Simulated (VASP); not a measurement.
Runs of VASP 6.6.1 on P. The structure is that of space group Fm-3m (No. 225), or close to it. The cells are those of the table. 

| task | cell | k mesh | cutoff (eV) | gap on the mesh (eV) | pressure (GPa) |
| --- | --- | --- | --- | --- | --- |
| single point | a = 2.629 Å, angles 60.0°, 1 atom | 18 × 18 × 18 | 520 | none | 14.4 |
| relaxation of cell and atoms | relaxed to 15 GPa from a = 2.629 Å, angles 60.0°, 1 atom | 18 × 18 × 18 | 600 | none | 15.0 |
| single point | a = 2.628 Å, angles 60.0°, 1 atom | 18 × 18 × 18 | 520 | none | 14.6 |
| relaxation of cell and atoms | relaxed from a = 2.768 Å, angles 60.0°, 1 atom | 17 × 17 × 17 | 600 | none | 0.0 |
| relaxation of cell and atoms | relaxed to 15 GPa from a = 2.627 Å, angles 60.0°, 1 atom | 18 × 18 × 18 | 600 | none | 15.0 |
| single point | a = 2.627 Å, angles 60.0°, 1 atom | 18 × 18 × 18 | 520 | none | 14.7 |
| single point | a = 2.736 Å, angles 60.0°, 1 atom | 17 × 17 × 17 | 520 | none | (a) |

Alike in all rows: level PBE; potentials or basis VASP PAW PBE potentials, release 64 (P); no spin polarisation; smearing fermi-dirac 0.05 eV.

Estimate the missing entries.

(a) -0.2.

Caveats: the cell is relaxed towards a set pressure, so the enthalpy falls and the energy may rise (some runs).

A gap of «none» marks levels without a gap at the run's occupations.
